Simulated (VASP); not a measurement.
MgH2:

```
Mg H
1.0
     6.18681    0.00000    0.00000
     0.00000    6.18681    0.00000
     0.00000    0.00000    4.77645
Mg H
4 8
Direct
  0.33849 0.00000 0.75000
  0.66151 0.00000 0.25000
  0.00000 0.33849 0.00000
  0.00000 0.66151 0.50000
  0.50000 0.05657 0.50000
  0.50000 0.94343 0.00000
  0.19273 0.19273 0.87500
  0.19273 0.80727 0.62500
  0.80727 0.19273 0.12500
  0.80727 0.80727 0.37500
  0.94343 0.50000 0.75000
  0.05657 0.50000 0.25000
```

* Program: VASP 6.6.1
* Task: relaxation of cell and atoms
* Functional: PBE
* Potentials or basis: VASP PAW PBE potentials, release 64 (Mg, H)
* Cutoff: 600 eV
* k mesh: 4 × 4 × 4
* Occupations: gaussian, width 0.1 eV
* Spin: no spin polarisation

At the start: pressure 14.4 GPa; volume 15.24 Å³/atom.

How do energy, volume and symmetry change on relaxing?

Over 13 steps the energy falls by 244.3 meV/atom and the volume is 20.83 Å³/atom (+36.7 %); space group P4_122 (No. 91, to 0.05 Å).

The path:
```
step  energy change (eV)  largest force (eV/Å)  pressure (GPa)  volume (Å³)
   1              0.0000                1.0579           14.35       182.83
   2             -2.3155                0.4952            4.60       221.37
   3             -2.8001                0.3811            0.92       248.53
   4             -2.8294                0.4111            0.10       256.91
   5             -2.8298                0.4164           -0.05       258.56
   6             -2.8637                0.2034           -0.11       259.15
   7             -2.8769                0.1481           -0.16       259.80
   8             -2.8857                0.1405           -0.13       258.74
   9             -2.9066                0.1149           -0.01       255.56
  10             -2.9235                0.0572            0.20       249.24
  11             -2.9280                0.0426           -0.17       251.65
  12             -2.9282                0.0446           -0.12       251.30
  13             -2.9311                0.0321           -0.06       249.95
```

Final structure:
```yaml
crystal:
  lattice:
    - [6.80268, 0.00000, 0.00000]
    - [0.00000, 6.80268, 0.00000]
    - [0.00000, 0.00000, 5.40134]
  atoms:
    - { symbol: Mg, position: [0.34777, 0.00000, 0.75000] }
    - { symbol: Mg, position: [0.65223, 0.00000, 0.25000] }
    - { symbol: Mg, position: [0.00000, 0.34777, 0.00000] }
    - { symbol: Mg, position: [0.00000, 0.65223, 0.50000] }
    - { symbol: H, position: [0.50000, 0.09522, 0.50000] }
    - { symbol: H, position: [0.50000, 0.90478, 0.00000] }
    - { symbol: H, position: [0.19360, 0.19360, 0.87500] }
    - { symbol: H, position: [0.19360, 0.80640, 0.62500] }
    - { symbol: H, position: [0.80640, 0.19360, 0.12500] }
    - { symbol: H, position: [0.80640, 0.80640, 0.37500] }
    - { symbol: H, position: [0.90478, 0.50000, 0.75000] }
    - { symbol: H, position: [0.09522, 0.50000, 0.25000] }
```

Caveat: the volume moved by over 15 % at a fixed basis, so the end points are rough.
